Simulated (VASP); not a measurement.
# CuI (Cmcm) in VASP: settings compared

The runs below take CuI through single point, with LDA, BLYP, PBEsol.

Everything below comes from runs of VASP 6.6.1. Logs are shortened: lines on timing, memory, paths and dates and some standing lists are left out, and cuts for length are marked.

## Step 1: The cell of the first run

The structure is orthorhombic, space group Cmcm (No. 63). The conventional cell has a = 7.466 Å, b = 7.422 Å, c = 4.307 Å, α = 90.00°, β = 90.00°, γ = 90.00°. Within 3.2 Å of Cu (site symmetry m2m) lie 2 Cu at 2.46 Å and 3 I at 2.58 to 2.59 Å. Within 3.4 Å of I (site symmetry m2m) lie 3 Cu at 2.58 to 2.59 Å.

## Step 2: Single point, LDA

Contents of INCAR:

```
SYSTEM = CuI
PREC = Accurate
ENCUT = 520
EDIFF = 1E-6
ISMEAR = 1
SIGMA = 0.01
LREAL = .False.
LASPH = .True.
NELM = 60
ALGO = Normal
ISIF = 2
LWAVE = .False.
LCHARG = .False.
GGA = CA
NBANDS = 26
```

Contents of KPOINTS:

```
regular mesh
0
Gamma
  4 4 4
  0 0 0
```

Contents of POSCAR:

```
CuI
1.0
    5.2639060000      0.0000000000      0.0000000000
    0.0312272766      5.2638133738      0.0000000000
    0.0000000000      0.0000000000      4.3069980000
Cu I
2 2
Direct
    0.4204390000      0.5795610000      0.7500000000
    0.5795610000      0.4204390000      0.2500000000
    0.7700430000      0.2299570000      0.7500000000
    0.2299570000      0.7700430000      0.2500000000
```

Potentials or basis: VASP PAW LDA potentials, release 64 (Cu, I).

Command:

```
cat potpaw_LDA.64/Cu/POTCAR potpaw_LDA.64/I/POTCAR > POTCAR
mpirun -np 1 vasp_std > vasp.out
```

OUTCAR:

```text
SYSTEM = CuI
   PREC = Accurate
   ENCUT = 520
   EDIFF = 1E-6
   ISMEAR = 1
   LREAL = .False.
   LASPH = .True.
   NELM = 60
   ISIF = 2
   GGA = CA

 ion  position               nearest neighbor table
   1  0.420  0.580  0.750-   2 2.46   2 2.46   4 2.58   4 2.58   3 2.59
   2  0.580  0.420  0.250-   1 2.46   1 2.46   3 2.58   3 2.58   4 2.59
   3  0.770  0.230  0.750-   2 2.58   2 2.58   1 2.59
   4  0.230  0.770  0.250-   1 2.58   1 2.58   2 2.59

  LATTYP: Found a base centered orthorhombic cell.
 ALAT       =     7.4221733917
 B/A-ratio  =     1.0059500405
 C/A-ratio  =     0.5802879794

  Lattice vectors:

 A1 = (  -0.0312272766,  -5.2638133738,   0.0000000000)
 A2 = (   5.2639060000,   0.0000000000,   0.0000000000)
 A3 = (   0.0000000000,   0.0000000000,   4.3069980000)

Analysis of symmetry for initial positions (statically):
=====================================================================
 Subroutine PRICEL returns:
 Original cell was already a primitive cell.

 Routine SETGRP: Setting up the symmetry group for a
 base centered orthorhombic supercell.

 Subroutine GETGRP returns: Found  8 space group operations
 (whereof  4 operations were pure point group operations)
 out of a pool of  8 trial point group operations.

The static configuration has the point symmetry C_2h.
 The point group associated with its full space group is D_2h.

Analysis of symmetry for dynamics (positions and initial velocities):
=====================================================================
 Subroutine PRICEL returns:
 Original cell was already a primitive cell.

 Routine SETGRP: Setting up the symmetry group for a
 base centered orthorhombic supercell.

 Subroutine GETGRP returns: Found  8 space group operations
 (whereof  4 operations were pure point group operations)
 out of a pool of  8 trial point group operations.

The dynamic configuration has the point symmetry C_2h.
 The point group associated with its full space group is D_2h.

 Subroutine INISYM returns: Found  8 space group operations
 (whereof  4 operations are pure point group operations),
 and found     1 'primitive' translations

----------------------------------------------------------------------------------------

                                     Primitive cell

  volume of cell :     119.3392

  direct lattice vectors                    reciprocal lattice vectors
     5.263906000  0.000000000  0.000000000     0.189972997 -0.001127004  0.000000000
     0.031227277  5.263813374  0.000000000     0.000000000  0.189976340  0.000000000
     0.000000000  0.000000000  4.306998000     0.000000000  0.000000000  0.232180280

  length of vectors
     5.263906000  5.263906000  4.306998000     0.189976340  0.189976340  0.232180280

  position of ions in fractional coordinates (direct lattice)
     0.420439000  0.579561000  0.750000000
     0.579561000  0.420439000  0.250000000
     0.770043000  0.229957000  0.750000000
     0.229957000  0.770043000  0.250000000

  ion indices of the primitive-cell ions
   primitive index   ion index
                 1           1
                 2           2
                 3           3
                 4           4

----------------------------------------------------------------------------------------

 KPOINTS: regular mesh

Automatic generation of k-mesh.
 Grid dimensions read from file:
 generate k-points for:    4    4    4

 Generating k-lattice:

  Cartesian coordinates                     Fractional coordinates (reciprocal lattice)
     0.047493249 -0.000281751  0.000000000     0.250000000 -0.000000000  0.000000000
     0.000000000  0.047494085  0.000000000     0.000000000  0.250000000  0.000000000
     0.000000000  0.000000000  0.058045070     0.000000000  0.000000000  0.250000000

  Length of vectors
     0.047494085  0.047494085  0.058045070

  Shift w.r.t. Gamma in fractional coordinates (k-lattice)
     0.000000000  0.000000000  0.000000000

 Subroutine IBZKPT returns following result:
 ===========================================

 Found     21 irreducible k-points:

 Following reciprocal coordinates:
            Coordinates               Weight
  0.000000  0.000000  0.000000      1.000000
  0.250000  0.000000  0.000000      4.000000
  0.500000  0.000000  0.000000      2.000000
  0.250000  0.250000  0.000000      2.000000
  0.500000  0.250000  0.000000      4.000000
 -0.250000  0.250000  0.000000      2.000000
[... 13 lines left out ...]
 -0.250000  0.250000  0.500000      2.000000
  0.500000  0.500000  0.500000      1.000000
   k-points           NKPTS =     21   k-points in BZ     NKDIM =     21   number of bands    NBANDS=     26
   number of dos      NEDOS =    301   number of ions     NIONS =      4
   total plane-waves  NPLWV =  51200
   dimension x,y,z NGX =    40 NGY =   40 NGZ =   32
   dimension x,y,z NGXF=    80 NGYF=   80 NGZF=   64
   ions per type =               2   2
   NGX,Y,Z   is equivalent  to a cutoff of  12.63, 12.63, 12.35 a.u.
   NGXF,Y,Z  is equivalent  to a cutoff of  25.27, 25.27, 24.70 a.u.
 SYSTEM =  CuI
   PREC   = accura    normal or accurate (medium, high low for compatibility)
   ISTART =      0    job   : 0-new  1-cont  2-samecut
   ICHARG =      2    charge: 1-file 2-atom 10-const
   ISPIN  =      1    spin polarized calculation?
   LNONCOLLINEAR =      F non collinear calculations
   LSORBIT =      F    spin-orbit coupling
   LASPH  =      T    aspherical Exc in radial PAW
   ENCUT  =  520.0 eV  38.22 Ry    6.18 a.u.   9.79  9.79  8.01*2*pi/ulx,y,z
   NELM   =     60;   NELMIN=  2; NELMDL= -5     # of ELM steps
   EDIFF  = 0.1E-05   stopping-criterion for ELM
   LREAL  =      F    real-space projection
   EDIFFG = 0.1E-04   stopping-criterion for IOM
   NSW    =      0    number of steps for IOM
   IBRION =     -1    ionic relax: 0-MD 1-quasi-New 2-CG
   NFREE  =      0    steps in history (QN), initial steepest desc. (CG)
   ISIF   =      2    stress and relaxation
   ISYM   =      2    0-nonsym 1-usesym 2-fastsym
   POTIM  = 0.5000    time-step for ionic-motion
   TEBEG  =    0.0;   TEEND  =   0.0 temperature during run
   PSTRESS=    0.0 pullay stress
   NELECT =      36.0000    total number of electrons
   NUPDOWN=      -1.0000    fix difference up-down
   EMIN   =  10.00;   EMAX   =-10.00  energy-range for DOS
   EFERMI =   0.00;   METHOD = LEGACY
   ISMEAR =     1;   SIGMA  =   0.01  broadening in eV -4-tet -1-fermi 0-gaus
   EFERMI_NEDOS =   21; number of points for ismear=-14 and -15
   IALGO  =     38    algorithm
   IMIX   =      4    mixing-type and parameters
     AMIX     =   0.40;   BMIX     =  1.00
     AMIX_MAG =   1.60;   BMIX_MAG =  1.00
  volume/ion in A,a.u.               =      29.83       201.34
  Fermi-wavevector in a.u.,A,eV,Ry     =   1.097947  2.074818 16.401644  1.205487
  Thomas-Fermi vector in A             =   2.234316
   LORBIT       =      0    0 simple, 1 ext, 2 COOP (PROOUT), +10 PAW based schemes
   GGA     = CA    functional components
   LHFCALC =     F    Hartree Fock is set to
   AEXX    =    0.0000 exact exchange contribution
   IVDW    =     0    specifies the selected vdW correction
   LEPSILON=     F    determine dielectric tensor
   LRPA    =     F    only Hartree local field effects (RPA)
 non-spin polarized calculation
 Methfessel and Paxton  Order N= 1 SIGMA  =   0.01
  energy-cutoff  :      520.00
  volume of cell :      119.34
 maximum number of plane-waves:      3240
   NGX = 19   NGY = 19   NGZ = 17

 number of electron      35.9999983 magnetization

 Free energy of the ion-electron system (eV)
  ---------------------------------------------------
  ext. energy  EPLUGINS =         0.00000000
  ---------------------------------------------------
  free energy    TOTEN  =       -13.49306491 eV

  energy without entropy =      -13.49307397  energy(sigma->0) =      -13.49306793

 E-fermi :   3.6003     XC(G=0):  -8.9747

 val. band max:        3.5918856306   @ k =   0.0000   0.0000   0.0000
 cond. band min:       4.4865577373   @ k =   0.0000   0.0000   0.0000
 fundamental gap:      0.8946721066
 Fermi energy:         3.6003044527

 k-point     1 :       0.0000    0.0000    0.0000
  band No.  band energies     occupation
      1     -10.2415      2.00000
      2      -9.4966      2.00000
      3      -1.9532      2.00000
      4      -0.6398      2.00000
      5      -0.4228      2.00000
      6      -0.3201      2.00000
[... 18 lines left out ...]
     25      11.7385      0.00000
     26      11.9938      0.00000

 k-point     2 :       0.2500    0.0000    0.0000
  band No.  band energies     occupation
      1     -10.1354      2.00000
      2      -9.6033      2.00000
      3      -1.8378      2.00000
      4      -0.8868      2.00000
      5      -0.5556      2.00000
      6      -0.2092      2.00000
[... 18 lines left out ...]
     25      11.3660      0.00000
     26      11.6251      0.00000

 k-point     3 :       0.5000    0.0000    0.0000
  band No.  band energies     occupation
      1      -9.9156      2.00000
      2      -9.8239      2.00000
      3      -1.5703      2.00000
      4      -1.2968      2.00000
      5      -0.6265      2.00000
      6       0.0100      2.00000
[... 18 lines left out ...]
     25      10.6459      0.00000
     26      10.6640      0.00000

 k-point     4 :       0.2500    0.2500    0.0000
  band No.  band energies     occupation
      1     -10.0904      2.00000
      2      -9.6225      2.00000
      3      -2.2197      2.00000
      4      -0.6247      2.00000
      5      -0.5159      2.00000
      6      -0.1269      2.00000
[... 18 lines left out ...]
     25      10.0642      0.00000
     26      11.3147      0.00000
[... 409 lines left out ...]
      1      -9.6259      2.00000
      2      -9.6259      2.00000
      3      -1.9892      2.00000
      4      -1.9892      2.00000
      5      -0.4812      2.00000
      6      -0.4812      2.00000
[... 18 lines left out ...]
     25      12.0644      0.00000
     26      12.0644      0.00000

 k-point    20 :      -0.2500    0.2500    0.5000
  band No.  band energies     occupation
      1      -9.6388      2.00000
      2      -9.6388      2.00000
      3      -2.0625      2.00000
      4      -2.0625      2.00000
      5      -0.2949      2.00000
      6      -0.2949      2.00000
[... 18 lines left out ...]
     25      11.0744      0.00000
     26      11.0744      0.00000

 k-point    21 :       0.5000    0.5000    0.5000
  band No.  band energies     occupation
      1      -9.6142      2.00000
      2      -9.6142      2.00000
      3      -1.7926      2.00000
      4      -1.7926      2.00000
      5      -0.7198      2.00000
      6      -0.7198      2.00000
[... 18 lines left out ...]
     25      11.6482      0.00000
     26      11.6482      0.00000

------------------------ aborting loop because EDIFF is reached ----------------------------------------

  FORCE on cell =-STRESS in cart. coord.  units (eV):
  Direction    XX          YY          ZZ          XY          YZ          ZX
  --------------------------------------------------------------------------------------
  -------------------------------------------------------------------------------------
  Total       -1.6992319     -1.7092957     -2.9346363      0.8481989      0.0000000     -0.0000000
  in kB      -22.8128719    -22.9479822    -39.3986731     11.3874113      0.0000000     -0.0000000
  external PRESSURE =     -28.3865091 kB  Pullay stress =       0.0000000 kB

 VOLUME and BASIS-vectors are now :
 -----------------------------------------------------------------------------
  energy-cutoff  :      520.00
  volume of cell :      119.34
      direct lattice vectors                 reciprocal lattice vectors
     5.263906000  0.000000000  0.000000000     0.189972997 -0.001127004  0.000000000
     0.031227277  5.263813374  0.000000000     0.000000000  0.189976340  0.000000000
     0.000000000  0.000000000  4.306998000     0.000000000  0.000000000  0.232180280

 POSITION                                       TOTAL-FORCE (eV/Angst)
 -----------------------------------------------------------------------------------
      2.23125      3.05070      3.23025         0.024898     -0.025046     -0.000000
      3.06388      2.21311      1.07675        -0.024898      0.025046      0.000000
      4.06061      1.21045      3.23025        -0.257861      0.259395      0.000000
      1.23452      4.05336      1.07675         0.257861     -0.259395      0.000000
 -----------------------------------------------------------------------------------
    total drift:                                0.000000     -0.000000      0.000000

  FREE ENERGIE OF THE ION-ELECTRON SYSTEM (eV)
  ---------------------------------------------------
  free  energy   TOTEN  =       -13.4930649101 eV

  energy  without entropy=      -13.4930739693  energy(sigma->0) =      -13.49306793
```

Run time: 1.8 min. Hardware: 1 thread of AMD EPYC, shared host; peak memory 0.18 GiB.

Results:

```yaml
Free_energy: -13.4931 eV
Pressure: -2.8 GPa
Largest_force: 0.366 eV/Å
Band_gap_on_the_k_mesh: 0.89 eV, direct
```

Forces in eV/Å, atoms in the order of the input:
```
Cu   0.025 -0.025  0.000
Cu  -0.025  0.025  0.000
I   -0.258  0.259  0.000
I    0.258 -0.259  0.000
```

Caveat: spin-orbit coupling is left out, which moves the levels of the heavy elements.

## Step 3: Single point, BLYP

Contents of INCAR:

```
SYSTEM = CuI
AGGAC = 1.0
AGGAX = 1.0
ALDAC = 0.0
ALDAX = 1.0
ALGO = Normal
EDIFF = 1E-7
ENCUT = 520
GGA = B5
ISIF = 2
ISMEAR = 1
LASPH = .TRUE.
LCHARG = .FALSE.
LREAL = .FALSE.
LWAVE = .FALSE.
NBANDS = 26
NELM = 100
PREC = Accurate
SIGMA = 0.01
```

Contents of KPOINTS:

```
k-points
0
G
  4 4 4
  0 0 0
```

POSCAR is that of step 2.

Potentials or basis: VASP PAW PBE potentials, release 64 (Cu, I).

Command:

```
cat potpaw_PBE.64/Cu/POTCAR potpaw_PBE.64/I/POTCAR > POTCAR
mpirun -np 1 vasp_std > vasp.out
```

Run time: 2.3 min. Hardware: 1 thread of AMD EPYC, shared host; peak memory 0.21 GiB.

Results (log left out):

```
Free energy            : -8.9263 eV
Pressure               : 4.4 GPa
Largest force          : 0.545 eV/Å
Band gap on the k mesh : 1.08 eV, direct
```

Forces in eV/Å, atoms in the order of the input:
```
Cu  -0.138  0.138  0.000
Cu   0.138 -0.138  0.000
I    0.384 -0.387  0.000
I   -0.384  0.387  0.000
```

Stress tensor (GPa, compression positive):
```
 3.80 -1.39  0.00
-1.39  3.82  0.00
 0.00  0.00  5.44
```

Levels at points of the mesh, in eV from the valence-band top:
| k point | band 15 | band 16 | band 17 | band 18 | band 19 | band 20 | band 21 | band 22 |
| --- | --- | --- | --- | --- | --- | --- | --- | --- |
| (0.00, 0.00, 0.00) | -1.85 | -1.52 | -0.91 | 0.00 | 1.08 | 1.87 | 2.48 | 4.76 |
| (0.50, 0.00, 0.00) | -1.84 | -1.40 | -1.36 | -0.39 | 2.75 | 2.91 | 3.60 | 4.18 |
| (0.50, 0.50, 0.00) | -1.83 | -1.06 | -0.75 | -0.20 | 1.68 | 2.78 | 4.39 | 5.03 |
| (0.00, 0.00, 0.50) | -1.85 | -1.85 | -1.60 | -1.60 | 3.68 | 3.68 | 3.91 | 3.91 |
| (0.50, 0.00, 0.50) | -1.86 | -1.86 | -1.38 | -1.38 | 2.26 | 2.26 | 3.56 | 3.56 |
| (0.50, 0.50, 0.50) | -1.83 | -1.83 | -1.65 | -1.65 | 3.99 | 3.99 | 4.65 | 4.65 |

Caveat: the PAW data sets were made with another functional, which shifts forces and pressure a little; spin-orbit coupling is left out, which moves the levels of the heavy elements. A hybrid or GW would open this gap; BLYP tends to underestimate it.

[end of part 1 of 2]
